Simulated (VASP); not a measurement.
A run of VASP 6.6.1 is set up as follows.

INCAR

```
PREC = Accurate ; ENCUT = 520
EDIFF = 1E-6 ; ISMEAR = 0
SIGMA = 0.01 ; LREAL = False
LASPH = True ; NELM = 80
ALGO = Normal ; ISIF = 2
LWAVE = False ; LCHARG = True
GGA = PS ; LELF = True
LVHAR = True ; NBANDS = 33
```

The input KPOINTS:

```
regular mesh
0
Gamma
  6 6 4
```

The input POSCAR:

```
TiO2
1.0
    2.7060340000     -2.7066550000      0.0000000000
    2.7060340000      2.7066550000      0.0000000000
   -2.6335310000      0.0000000000      4.7966370000
Ti O
2 4
Direct
    0.0971555493      0.8289355493      0.2500000000
    0.8658900000      0.1341100000      0.7500000000
    0.3312210000      0.0887550000      0.6671490000
    0.6687790000      0.9112450000      0.3328510000
    0.9112450000      0.6687790000      0.8328510000
    0.0887550000      0.3312210000      0.1671490000
```

Potentials or basis: VASP PAW PBE potentials, release 64 (Ti_sv, O).

Run with:

```sh
$ cat potpaw_PBE.64/Ti_sv/POTCAR potpaw_PBE.64/O/POTCAR > POTCAR
$ mpirun -np 1 vasp_std > vasp.out
```

**Question.** Estimate the band gap on the k mesh.

**Answer.** 2.17 eV (least direct gap 2.57 eV).

**Question.** Predict the largest force.

**Answer.** 1.262 eV/Å.

Forces in eV/Å, atoms in the order of the input:
```
Ti   1.215  0.326  0.101
Ti   0.067 -0.070 -0.247
O   -0.162 -0.034 -0.193
O   -0.374  0.235  0.248
O   -0.203 -0.073  0.304
O   -0.542 -0.384 -0.213
```

Caveat: the cell stands under tension; the PAW data sets were made with another functional, which shifts forces and pressure a little. A k mesh can miss the band edges.
